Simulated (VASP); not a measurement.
BaTiO3:

```
Ba Ti O
1.0
     4.00600    0.00000    0.00000
     0.00000    4.00600    0.00000
     0.00000    0.00000    4.00600
Ba Ti O
1 1 3
Direct
  0.50000 0.50000 0.50000
  0.00000 0.00000 0.00000
  0.00000 0.00000 0.50000
  0.00000 0.50000 0.00000
  0.50000 0.00000 0.00000
```

* Program: VASP 6.6.1
* Task: relaxation of cell and atoms
* Functional: PBEsol
* Potentials or basis: VASP PAW PBE potentials, release 64 (Ba_sv, Ti_sv, O)
* Cutoff: 600 eV
* k mesh: 7 × 7 × 7
* Occupations: fermi-dirac, width 0.05 eV
* Spin: no spin polarisation

At the start: pressure -2.9 GPa; volume 12.86 Å³/atom.

Problem. How do energy, volume and symmetry change on relaxing?

Solution. Over 3 steps the energy falls by 2.1 meV/atom and the volume is 12.64 Å³/atom (-1.7 %); space group Pm-3m (No. 221, to 0.05 Å).

The path:
```csv
step,energy change (eV),largest force (eV/Å),pressure (GPa),volume (Å³)
1,0.0000,0.0000,-2.95,64.29
2,0.0003,0.0000,3.19,62.11
3,-0.0103,0.0000,-0.01,63.19
```

Final structure:
```xyz
5
Lattice="3.9831 0.0000 0.0000 0.0000 3.9831 0.0000 0.0000 0.0000 3.9831" Properties=species:S:1:pos:R:3 pbc="T T T"
Ba    1.9916    1.9916    1.9916
Ti    0.0000    0.0000    0.0000
O     0.0000    0.0000    1.9916
O     0.0000    1.9916    0.0000
O     1.9916    0.0000    0.0000
```

Caveat: the PAW data sets were made with another functional, which shifts forces and pressure a little.
